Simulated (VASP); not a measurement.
# In4TeS (P4/mmm) in VASP: notebook

In4TeS is run at these levels: PBE; tasks: single point.

Program: VASP 6.6.1. These are calculated values, not measurements. Logs are shortened: lines on timing, memory, paths and dates and some standing lists are left out, and cuts for length are marked.

## Step 1: The cell of the first run

It takes space group P4/mmm (No. 123, tetragonal). Conventional cell: a = 4.719 Å, b = 4.719 Å, c = 8.523 Å, α = 90.00°, β = 90.00°, γ = 90.00°. Within 4.0 Å of In (site symmetry 2mm) lie 2 S at 3.06 Å and 2 Te at 3.31 Å and 5 In at 3.34 to 3.88 Å. Within 4.4 Å of Te (site symmetry 4/mmm) lie 8 In at 3.31 Å and 2 S at 4.26 Å. Within 4.0 Å of S (site symmetry 4/mmm) lie 8 In at 3.06 Å.

The cell was built from a structure type or drawn by symmetry, and may not be a known phase.

## Step 2: Single point, PBE

The input, INCAR:

```
SYSTEM = In4TeS
  PREC = Accurate
  ENCUT = 520
  EDIFF = 1E-7
  ISMEAR = 0
  SIGMA = 0.1
  LREAL = .False.
  LASPH = .True.
  NELM = 100
  ALGO = Normal
  ISIF = 2
  LWAVE = .False.
  LCHARG = .False.
  GGA = PE
  NBANDS = 41
```

The input, KPOINTS:

```
regular mesh
0
Gamma
  4 4 4
  0 0 0
```

The input, POSCAR:

```
In4TeS
1.0
    4.7185165281      0.0000000000      0.0000000000
    0.0000000000      4.7185165281      0.0000000000
    0.0000000000      0.0000000000      8.5233116593
In Te S
4 1 1
Direct
    0.0000000000      0.5000000000      0.2722614342
    0.5000000000      0.0000000000      0.7277385658
    0.0000000000      0.5000000000      0.7277385658
    0.5000000000      0.0000000000      0.2722614342
    0.0000000000      0.0000000000      0.0000000000
    0.0000000000      0.0000000000      0.5000000000
```

Potentials or basis: VASP PAW PBE potentials, release 64 (In_d, Te, S).

The run is started by

```
$ cat potpaw_PBE.64/In_d/POTCAR potpaw_PBE.64/Te/POTCAR potpaw_PBE.64/S/POTCAR > POTCAR
$ mpirun -np 1 vasp_std > vasp.out
```

OUTCAR:

```text
SYSTEM = In4TeS
   PREC = Accurate
   ENCUT = 520
   EDIFF = 1E-7
   ISMEAR = 0
   LREAL = .False.
   LASPH = .True.
   NELM = 100
   ISIF = 2
   GGA = PE

 ion  position               nearest neighbor table
   1  0.000  0.500  0.272-   6 3.06   6 3.06   5 3.31   5 3.31   4 3.34   4 3.34   4 3.34   4 3.34
                             3 3.88
   2  0.500  0.000  0.728-   6 3.06   6 3.06   5 3.31   5 3.31   3 3.34   3 3.34   3 3.34   3 3.34
                             4 3.88
   3  0.000  0.500  0.728-   6 3.06   6 3.06   5 3.31   5 3.31   2 3.34   2 3.34   2 3.34   2 3.34
                             1 3.88
   4  0.500  0.000  0.272-   6 3.06   6 3.06   5 3.31   5 3.31   1 3.34   1 3.34   1 3.34   1 3.34
                             2 3.88
   5  0.000  0.000  0.000-   1 3.31   2 3.31   3 3.31   4 3.31   1 3.31   3 3.31   2 3.31   4 3.31

   6  0.000  0.000  0.500-   1 3.06   2 3.06   3 3.06   4 3.06   1 3.06   3 3.06   2 3.06   4 3.06

  LATTYP: Found a simple tetragonal cell.
 ALAT       =     4.7185165281
 C/A-ratio  =     1.8063540964

  Lattice vectors:

 A1 = (   4.7185165281,   0.0000000000,   0.0000000000)
 A2 = (   0.0000000000,   4.7185165281,   0.0000000000)
 A3 = (   0.0000000000,   0.0000000000,   8.5233116593)

Analysis of symmetry for initial positions (statically):
=====================================================================
 Subroutine PRICEL returns:
 Original cell was already a primitive cell.

 Routine SETGRP: Setting up the symmetry group for a
 simple tetragonal supercell.

 Subroutine GETGRP returns: Found 16 space group operations
 (whereof 16 operations were pure point group operations)
 out of a pool of 16 trial point group operations.

The static configuration has the point symmetry D_4h.

Analysis of symmetry for dynamics (positions and initial velocities):
=====================================================================
 Subroutine PRICEL returns:
 Original cell was already a primitive cell.

 Routine SETGRP: Setting up the symmetry group for a
 simple tetragonal supercell.

 Subroutine GETGRP returns: Found 16 space group operations
 (whereof 16 operations were pure point group operations)
 out of a pool of 16 trial point group operations.

The dynamic configuration has the point symmetry D_4h.

 Subroutine INISYM returns: Found 16 space group operations
 (whereof 16 operations are pure point group operations),
 and found     1 'primitive' translations

[... 98 lines left out ...]
   NSW    =      0    number of steps for IOM
   IBRION =     -1    ionic relax: 0-MD 1-quasi-New 2-CG
   NFREE  =      0    steps in history (QN), initial steepest desc. (CG)
   ISIF   =      2    stress and relaxation
   ISYM   =      2    0-nonsym 1-usesym 2-fastsym
   POTIM  = 0.5000    time-step for ionic-motion
   TEBEG  =    0.0;   TEEND  =   0.0 temperature during run
   PSTRESS=    0.0 pullay stress
   NELECT =      64.0000    total number of electrons
   NUPDOWN=      -1.0000    fix difference up-down
   EMIN   =  10.00;   EMAX   =-10.00  energy-range for DOS
   EFERMI =   0.00;   METHOD = LEGACY
   ISMEAR =     0;   SIGMA  =   0.10  broadening in eV -4-tet -1-fermi 0-gaus
   EFERMI_NEDOS =   21; number of points for ismear=-14 and -15
   IALGO  =     38    algorithm
   IMIX   =      4    mixing-type and parameters
     AMIX     =   0.40;   BMIX     =  1.00
     AMIX_MAG =   1.60;   BMIX_MAG =  1.00
  volume/ion in A,a.u.               =      31.63       213.43
  Fermi-wavevector in a.u.,A,eV,Ry     =   1.139537  2.153412 17.667767  1.298544
  Thomas-Fermi vector in A             =   2.276240
   LORBIT       =      0    0 simple, 1 ext, 2 COOP (PROOUT), +10 PAW based schemes
   GGA     = PE    functional components
   LHFCALC =     F    Hartree Fock is set to
   AEXX    =    0.0000 exact exchange contribution
   IVDW    =     0    specifies the selected vdW correction
   LEPSILON=     F    determine dielectric tensor
   LRPA    =     F    only Hartree local field effects (RPA)
 non-spin polarized calculation
 Gauss-broadening in eV      SIGMA  =   0.10
  energy-cutoff  :      520.00
  volume of cell :      189.77
 maximum number of plane-waves:      5148
 NGX is ok and might be reduce to    36
   NGX = 17   NGY = 17   NGZ = 31

 number of electron      64.0000038 magnetization

 Free energy of the ion-electron system (eV)
  ---------------------------------------------------
  ext. energy  EPLUGINS =         0.00000000
  ---------------------------------------------------
  free energy    TOTEN  =       -17.91997479 eV

  energy without entropy =      -17.89605018  energy(sigma->0) =      -17.90801248

 E-fermi :   4.9647     XC(G=0):  -8.9609

 val. band max:        4.9597538079   @ k =   0.5000   0.2500   0.5000
 cond. band min:       5.0058324285   @ k =   0.2500   0.2500   0.0000
 fundamental gap:      0.0460786207
 Fermi energy:         4.9647490315

 k-point     1 :       0.0000    0.0000    0.0000
  band No.  band energies     occupation
      1      -9.6495      2.00000
      2      -9.6463      2.00000
      3      -9.6029      2.00000
      4      -9.5418      2.00000
      5      -9.5093      2.00000
      6      -9.4679      2.00000
[... 781 lines left out ...]
     40       9.5648      0.00000
     41      10.5938      0.00000

------------------------ aborting loop because EDIFF is reached ----------------------------------------

  FORCE on cell =-STRESS in cart. coord.  units (eV):
  Direction    XX          YY          ZZ          XY          YZ          ZX
  --------------------------------------------------------------------------------------
  -------------------------------------------------------------------------------------
  Total       -0.1043673     -0.1043673     -0.1360990      0.0000000     -0.0000000      0.0000000
  in kB       -0.8811618     -0.8811618     -1.1490689      0.0000000     -0.0000000      0.0000000
  external PRESSURE =      -0.9704642 kB  Pullay stress =       0.0000000 kB

 VOLUME and BASIS-vectors are now :
 -----------------------------------------------------------------------------
  energy-cutoff  :      520.00
  volume of cell :      189.77
      direct lattice vectors                 reciprocal lattice vectors
     4.718516528  0.000000000  0.000000000     0.211931016  0.000000000  0.000000000
     0.000000000  4.718516528  0.000000000     0.000000000  0.211931016  0.000000000
     0.000000000  0.000000000  8.523311659     0.000000000  0.000000000  0.117325289

 POSITION                                       TOTAL-FORCE (eV/Angst)
 -----------------------------------------------------------------------------------
      0.00000      2.35926      2.32057         0.000000     -0.000000      0.001870
      2.35926      0.00000      6.20274        -0.000000      0.000000     -0.001870
      0.00000      2.35926      6.20274         0.000000     -0.000000     -0.001870
      2.35926      0.00000      2.32057         0.000000      0.000000      0.001870
      0.00000      0.00000      0.00000         0.000000     -0.000000      0.000000
      0.00000      0.00000      4.26166         0.000000     -0.000000      0.000000
 -----------------------------------------------------------------------------------
    total drift:                                0.000000      0.000000      0.000000

  FREE ENERGIE OF THE ION-ELECTRON SYSTEM (eV)
  ---------------------------------------------------
  free  energy   TOTEN  =       -17.9199747877 eV

  energy  without entropy=      -17.8960501796  energy(sigma->0) =      -17.90801248
```

OSZICAR:

```text
N       E                     dE             d eps       ncg     rms          rms(c)
DAV:   1     0.615168711004E+03    0.61517E+03   -0.29012E+04  1476   0.181E+03
DAV:   2     0.598968713402E+02   -0.55527E+03   -0.53949E+03  1476   0.461E+02
DAV:   3    -0.135085518041E+02   -0.73405E+02   -0.69900E+02  1795   0.181E+02
DAV:   4    -0.184576294663E+02   -0.49491E+01   -0.48198E+01  1773   0.451E+01
DAV:   5    -0.186991637846E+02   -0.24153E+00   -0.24133E+00  2175   0.932E+00    0.819E+00
DAV:   6    -0.178818556096E+02    0.81731E+00   -0.13977E+00  2292   0.107E+01    0.496E+00
DAV:   7    -0.179209042416E+02   -0.39049E-01   -0.61067E-01  1594   0.263E+00    0.225E+00
DAV:   8    -0.179205582013E+02    0.34604E-03   -0.63042E-02  2078   0.116E+00    0.497E-01
DAV:   9    -0.179188288510E+02    0.17294E-02   -0.10240E-02  2046   0.597E-01    0.269E-01
DAV:  10    -0.179195874173E+02   -0.75857E-03   -0.23451E-03  1826   0.303E-01    0.115E-01
DAV:  11    -0.179198697920E+02   -0.28237E-03   -0.62900E-04  1780   0.118E-01    0.674E-02
DAV:  12    -0.179199641383E+02   -0.94346E-04   -0.16774E-04  1874   0.489E-02    0.352E-02
DAV:  13    -0.179199736321E+02   -0.94938E-05   -0.10011E-04  1818   0.618E-02    0.134E-02
DAV:  14    -0.179199729142E+02    0.71790E-06   -0.18338E-05  1809   0.253E-02    0.751E-03
DAV:  15    -0.179199745686E+02   -0.16544E-05   -0.56190E-06  1740   0.891E-03    0.713E-03
DAV:  16    -0.179199743693E+02    0.19929E-06   -0.64995E-07  1659   0.535E-03    0.505E-03
DAV:  17    -0.179199747983E+02   -0.42901E-06   -0.15360E-06  1250   0.318E-03    0.257E-03
DAV:  18    -0.179199747877E+02    0.10652E-07   -0.39802E-08  1071   0.136E-03
   1 F= -.17919975E+02 E0= -.17908012E+02  d E =-.239246E-01
```

stdout:

```text
POSCAR found type information on POSCAR InTeS
 POSCAR found :  3 types and       6 ions
 scaLAPACK will be used
 LDA part: xc-table for (Slater+PW92), standard interpolation
 POSCAR, INCAR and KPOINTS ok, starting setup
 FFT: planning ... GRIDC
 FFT: planning ... GRID_SOFT
 FFT: planning ... GRID
 WAVECAR not read
 entering main loop
```

It took 90 s on 1 thread of Intel Xeon Platinum 8488C (Sapphire Rapids), shared host; peak memory 0.34 GiB.

Results:

* Free energy: -17.9200 eV
* Pressure: -0.1 GPa
* Band gap on the k mesh: zero (bands 32 and 33 overlap by 1.13 eV)

Levels at points of the mesh, in eV from the Fermi level:
| k point | band 29 | band 30 | band 31 | band 32 | band 33 | band 34 | band 35 | band 36 |
| --- | --- | --- | --- | --- | --- | --- | --- | --- |
| (0.00, 0.00, 0.00) | -1.49 | -1.49 | -0.84 | -0.03 | 0.37 | 0.37 | 0.43 | 1.87 |
| (0.50, 0.00, 0.00) | -2.01 | -1.31 | 0.07 | 0.13 | 1.51 | 1.96 | 2.02 | 2.70 |
| (0.50, 0.50, 0.00) | -3.36 | -2.05 | -1.43 | -1.19 | 0.28 | 0.82 | 0.82 | 3.07 |
| (0.00, 0.00, 0.50) | -1.74 | -1.71 | -1.50 | -1.30 | 1.59 | 1.59 | 1.78 | 1.78 |
| (0.50, 0.00, 0.50) | -1.58 | -1.49 | -1.15 | -1.11 | 2.20 | 2.52 | 2.52 | 3.15 |
| (0.50, 0.50, 0.50) | -1.83 | -1.51 | -1.39 | -1.39 | -1.00 | -1.00 | 2.84 | 3.21 |

Caveat: spin-orbit coupling is left out, which moves the levels of the heavy elements.

## Step 3: Single point, PBE

This run uses another cell than the first one, of 30.94 Å³/atom.

The input, INCAR:

```
  ALGO = Normal
  EDIFF = 1E-6
  ENCUT = 520
  GGA = PE
  ISIF = 2
  ISMEAR = 0
  LASPH = T
  LCHARG = F
  LREAL = F
  LWAVE = F
  NBANDS = 41
  NELM = 60
  PREC = Accurate
  SIGMA = 0.1
```

The input, KPOINTS:

```
k-points
0
Gamma
  8 8 6
```

The input, POSCAR:

```
In4TeS
1.0
    4.6011080248      0.0000000000      0.0000000000
    0.0000000000      4.6011080248      0.0000000000
    0.0000000000      0.0000000000      8.7697484547
In Te S
4 1 1
Direct
    0.0000000000      0.5000000000      0.2706238654
    0.5000000000      0.0000000000      0.7293761346
    0.0000000000      0.5000000000      0.7293761346
    0.5000000000      0.0000000000      0.2706238654
    0.0000000000      0.0000000000      0.0000000000
    0.0000000000      0.0000000000      0.5000000000
```

Potentials or basis: VASP PAW PBE potentials, release 64 (In_d, Te, S).

The run is started by

```
$ cat potpaw_PBE.64/In_d/POTCAR potpaw_PBE.64/Te/POTCAR potpaw_PBE.64/S/POTCAR > POTCAR
$ mpirun -np 1 vasp_std > vasp.out
```

It took 4.9 min on 1 thread of Intel Xeon Platinum 8488C (Sapphire Rapids), shared host; peak memory 0.54 GiB.

It converged, with:

| Item | Value |
| --- | --- |
| Free energy | -18.0450 eV |
| Pressure | 0.0 GPa |
| Band gap on the k mesh | zero (bands 32 and 33 overlap by 1.37 eV) |

Levels at points of the mesh, in eV from the Fermi level:
| k point | band 30 | band 31 | band 32 | band 33 | band 34 | band 35 |
| --- | --- | --- | --- | --- | --- | --- |
| (0.00, 0.00, 0.00) | -1.26 | -0.40 | 0.15 | 0.48 | 0.48 | 0.69 |
| (0.50, 0.00, 0.00) | -1.04 | 0.11 | 0.37 | 1.89 | 2.29 | 2.34 |
| (0.50, 0.50, 0.00) | -1.98 | -1.45 | -1.27 | 0.05 | 0.86 | 0.86 |
| (0.00, 0.00, 0.50) | -1.44 | -1.18 | -0.82 | 1.66 | 1.66 | 1.84 |
| (0.50, 0.00, 0.50) | -1.26 | -0.91 | -0.86 | 2.56 | 2.83 | 2.85 |
| (0.50, 0.50, 0.50) | -1.54 | -1.36 | -1.36 | -1.00 | -1.00 | 2.59 |

Caveat: spin-orbit coupling is left out, which moves the levels of the heavy elements.
